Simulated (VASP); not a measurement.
# Al16O22F (a cell with a defect) in VASP: notebook, part 2 of 2

VASP 6.6.1.

## Step 4: Single point, PBE

INCAR reads:

```
PREC = Accurate
ENCUT = 520
EDIFF = 1E-7
ISMEAR = -1
SIGMA = 0.02
LREAL = Auto
LASPH = True
NELM = 60
ALGO = Normal
ISIF = 2
LWAVE = False
LCHARG = False
GGA = PE
NBANDS = 118
NELECT = 188.0
```

KPOINTS reads:

```
Automatic mesh
0
Gamma
  2 2 2
```

POSCAR reads:

```
Al16O22F
1.0
   -4.7540000000     -2.7447230000      4.3300000000
    4.7540000000     -2.7447230000      4.3300000000
    0.0000000000      5.4894460000      4.3300000000
Al O F
16 22 1
Direct
    0.3411913794      0.3556240677      0.3674653844
    0.1470654879      0.1534274988      0.1485171750
    0.6754262746      0.6432022527      0.6510760917
    0.8574543718      0.8712246705      0.8566844681
    0.8500464534      0.8549715691      0.3487995295
    0.6487665893      0.6469798834      0.1462477536
    0.1212946932      0.0631611215      0.6655409521
    0.3421675410      0.3509653955      0.8412384261
    0.8557828020      0.3461298781      0.8502977125
    0.6451704931      0.1515314523      0.6482264611
    0.1464409127      0.6462581193      0.1498164414
    0.3484860162      0.8562460078      0.3424612785
    0.3594322347      0.8550990416      0.8551544050
    0.1482339391      0.6692680157      0.6645569367
    0.6380994540      0.1569454784      0.1501222732
    0.8530813425      0.3501105811      0.3548018409
    0.5995708463      0.4083785871      0.7500039153
    0.7634199964      0.5955093948      0.4003955510
    0.4012938243      0.5975731680      0.2421477883
    0.2558949760      0.4319139075      0.5995366130
    0.5920922557      0.2540583895      0.4033706019
    0.2449442821      0.0958351108      0.4095859651
    0.9014508570      0.2455097548      0.5972952774
    0.9008668140      0.0994541090      0.2498257283
    0.7378596195      0.9053873855      0.5876947964
    0.0980644757      0.7584900120      0.4059108703
    0.0944679754      0.4042199737      0.2552771780
    0.2463970212      0.5912867982      0.9136630629
    0.9020600917      0.7516278241      0.1003444168
    0.9088894178      0.5942945503      0.7534970943
    0.7507550580      0.4046503041      0.0969341299
    0.0940866082      0.2440432763      0.9051006005
    0.5937037872      0.9061873800      0.2425594102
    0.7329634372      0.1057593985      0.9086561481
    0.3953301610      0.2523358405      0.0995048992
    0.4042451313      0.1047356656      0.7527501500
    0.2455306245      0.9063543519      0.0946134069
    0.6011831567      0.7511354074      0.8990830525
    0.4599894719      0.7169145876      0.5412414370
```

Run with:

```sh
$ cat potpaw_PBE.64/Al/POTCAR potpaw_PBE.64/O/POTCAR potpaw_PBE.64/F/POTCAR > POTCAR
$ mpirun -np 1 vasp_std > vasp.out
```

Wall time 20 min (1 thread of Intel Xeon 8259CL, shared host); peak memory 0.49 GiB.

It converged, with:

```yaml
Free_energy: -269.3245 eV
Largest_force: 0.023 eV/Å
```

Forces in eV/Å, atoms in the order of the input:
```
Al   0.000  0.007  0.010
Al  -0.003  0.001 -0.007
Al  -0.012  0.015  0.006
Al  -0.014 -0.006 -0.008
Al   0.000 -0.008  0.010
Al   0.000 -0.006 -0.009
Al   0.002  0.005  0.007
Al  -0.003 -0.010  0.003
Al  -0.003 -0.001  0.014
Al   0.002  0.004 -0.013
Al   0.003  0.001 -0.009
Al   0.005 -0.001 -0.002
Al   0.006  0.006  0.014
Al   0.005 -0.001 -0.011
Al  -0.002 -0.002 -0.011
Al   0.002  0.002  0.010
O    0.005  0.007 -0.007
O    0.002  0.001 -0.006
O   -0.011 -0.004 -0.003
O   -0.001 -0.005  0.000
O   -0.002  0.005  0.002
O   -0.003  0.003 -0.003
O   -0.007 -0.008  0.002
O    0.003  0.003 -0.004
O    0.012 -0.003  0.002
O    0.006  0.014 -0.003
O    0.005  0.006 -0.006
O   -0.003 -0.004 -0.004
O    0.000 -0.001  0.005
O   -0.018 -0.001  0.014
O    0.003 -0.009  0.005
O   -0.009  0.002 -0.011
O    0.003 -0.004  0.008
O    0.008  0.001  0.009
O    0.000 -0.003 -0.003
O   -0.007 -0.005  0.005
O    0.006 -0.007 -0.010
O   -0.002 -0.005 -0.001
F    0.020  0.010  0.005
```

Levels at points of the mesh, in eV from the Fermi level:
| k point | band 91 | band 92 | band 93 | band 94 | band 95 | band 96 | band 97 | band 98 |
| --- | --- | --- | --- | --- | --- | --- | --- | --- |
| (0.00, 0.00, 0.00) | -5.54 | -5.25 | -4.57 | -0.56 | 1.06 | 1.30 | 1.99 | 3.06 |
| (0.50, 0.00, 0.00) | -5.69 | -5.35 | -4.27 | -0.82 | 1.23 | 1.93 | 2.60 | 2.68 |
| (0.00, 0.50, 0.00) | -5.67 | -5.29 | -4.19 | -0.62 | 1.11 | 1.36 | 2.26 | 3.15 |
| (0.00, 0.00, 0.50) | -5.68 | -5.30 | -4.27 | -0.58 | 0.83 | 1.84 | 2.32 | 2.98 |
| (0.50, 0.50, 0.00) | -5.67 | -5.33 | -4.20 | -0.74 | 1.31 | 1.58 | 2.69 | 3.18 |
| (0.50, 0.00, 0.50) | -5.64 | -5.29 | -4.23 | -0.76 | 1.04 | 1.88 | 2.86 | 3.02 |
| (0.00, 0.50, 0.50) | -5.71 | -5.26 | -4.18 | -0.63 | 1.09 | 1.49 | 2.53 | 3.13 |
| (0.50, 0.50, 0.50) | -5.64 | -5.27 | -4.21 | -0.73 | 1.18 | 1.69 | 2.71 | 3.33 |

Caveat: the k points lie up to 0.45 Å⁻¹ apart; the cell carries a net charge on a neutralising background, which shifts energy and pressure; the cell is charged against a uniform background, so pressure and absolute levels hang on convention.

## Step 5: Single point, PBE

Changes to INCAR since step 4:

```diff
@@ -2,3 +2,3 @@
 ENCUT = 520
-EDIFF = 1E-7
+EDIFF = 1E-6
 ISMEAR = -1
@@ -13,3 +13,3 @@
 GGA = PE
+NELECT = 188.0
 NBANDS = 118
-NELECT = 188.0
```

KPOINTS reads:

```
regular mesh
0
Gamma
  2 2 2
```

POSCAR reads:

```
Al16O22F
1.0
   -4.7540000000     -2.7447230000      4.3300000000
    4.7540000000     -2.7447230000      4.3300000000
    0.0000000000      5.4894460000      4.3300000000
Al O F
16 22 1
Direct
    0.3479883261      0.3531631262      0.3550249911
    0.1475495845      0.1485554743      0.1520806226
    0.6441705448      0.6724296949      0.6382496448
    0.8822911852      0.8704222328      0.8476685682
    0.8495471117      0.8585151386      0.3464010291
    0.6466804581      0.6553594653      0.1373464507
    0.1397418655      0.1342769938      0.6571841431
    0.3443177926      0.3576825381      0.8554472443
    0.8414963223      0.3539245932      0.8478021792
    0.6393378530      0.1432431958      0.6468676810
    0.1511244879      0.6560407689      0.1635562213
    0.3962144617      0.8685350338      0.3819421904
    0.3365265365      0.8515601924      0.8636594605
    0.1147853963      0.6246036546      0.6380139515
    0.6476489768      0.1583980302      0.1419395981
    0.8508073616      0.3555751361      0.3521957932
    0.5881480401      0.4085394999      0.7451267787
    0.7561793993      0.6004793572      0.3962098347
    0.4063363628      0.5987274019      0.2579634870
    0.2379827407      0.3922460979      0.6009399835
    0.5937863676      0.2507533428      0.4022106361
    0.2438293744      0.1000727484      0.4052817108
    0.8996619410      0.2583741833      0.5974015201
    0.9012485461      0.1044153530      0.2485631217
    0.7843626184      0.9166646798      0.5990662353
    0.0876801203      0.7496613992      0.4077794967
    0.0957625094      0.4063418110      0.2554832084
    0.2342801073      0.5940150673      0.9233124466
    0.9062671382      0.7550063052      0.0922392587
    0.8883525531      0.5999135543      0.7542597587
    0.7457527350      0.4081879474      0.0936660150
    0.0882007445      0.2529996506      0.9087471800
    0.6085534451      0.9128298439      0.2191765262
    0.7474916695      0.1039876728      0.8994213505
    0.4001274018      0.2539157905      0.0992374081
    0.3964917835      0.0985460535      0.7612485371
    0.2458382201      0.9070168065      0.1025756893
    0.5844091358      0.7531268472      0.8946570885
    0.3477794573      0.6942218216      0.6353098065
```

Run with:

```sh
$ cat potpaw_PBE.64/Al/POTCAR potpaw_PBE.64/O/POTCAR potpaw_PBE.64/F/POTCAR > POTCAR
$ mpirun -np 1 vasp_std > vasp.out
```

It took 18 min on 1 thread of Intel Xeon 8259CL, shared host; peak memory 0.5 GiB.

Results (log left out):

```
Free energy   : -267.0737 eV
Largest force : 0.093 eV/Å
```

Forces on the atoms (eV/Å):
```
Al   0.000 -0.012  0.011
Al  -0.009  0.014  0.005
Al  -0.013  0.008  0.022
Al  -0.004 -0.010 -0.007
Al   0.008  0.015  0.018
Al   0.006 -0.010 -0.010
Al   0.005 -0.031  0.008
Al  -0.007  0.003  0.010
Al  -0.002 -0.005  0.010
Al   0.002 -0.002 -0.016
Al  -0.001  0.004  0.018
Al   0.005  0.019  0.007
Al  -0.025 -0.017  0.032
Al   0.011  0.048 -0.078
Al   0.005 -0.001 -0.012
Al   0.005  0.004  0.004
O   -0.006 -0.005  0.001
O    0.011 -0.007 -0.007
O   -0.001  0.001  0.003
O   -0.026  0.026 -0.033
O    0.007  0.007  0.005
O    0.009  0.006 -0.007
O   -0.011 -0.002 -0.002
O   -0.001 -0.002 -0.005
O   -0.003 -0.010  0.009
O   -0.005 -0.010  0.016
O    0.014  0.003  0.002
O    0.005 -0.035 -0.024
O    0.001  0.000 -0.002
O    0.017  0.026  0.027
O    0.007  0.001  0.014
O    0.000 -0.006 -0.002
O   -0.025 -0.005  0.000
O   -0.014  0.010 -0.007
O    0.007 -0.008  0.004
O    0.008  0.000  0.006
O    0.027  0.001 -0.028
O   -0.003  0.011  0.003
F   -0.003 -0.028  0.008
```

Levels at points of the mesh, in eV from the Fermi level:
```csv
k point,band 92,band 93,band 94,band 95,band 96,band 97
"(0.00, 0.00, 0.00)",-5.52,-3.85,-0.75,1.26,1.47,1.65
"(0.50, 0.00, 0.00)",-5.62,-3.52,-0.89,1.13,1.70,2.00
"(0.00, 0.50, 0.00)",-5.61,-3.49,-0.61,0.72,1.49,2.05
"(0.00, 0.00, 0.50)",-5.63,-3.57,-0.63,1.25,1.57,1.64
"(0.50, 0.50, 0.00)",-5.63,-3.47,-0.78,1.01,1.63,2.09
"(0.50, 0.00, 0.50)",-5.67,-3.47,-0.70,1.16,1.50,1.62
"(0.00, 0.50, 0.50)",-5.56,-3.47,-0.56,1.00,1.55,1.91
"(0.50, 0.50, 0.50)",-5.65,-3.46,-0.68,1.09,1.56,1.68
```

Caveat: the k points lie up to 0.45 Å⁻¹ apart; the cell carries a net charge on a neutralising background, which shifts energy and pressure; the cell is charged against a uniform background, so pressure and absolute levels hang on convention.
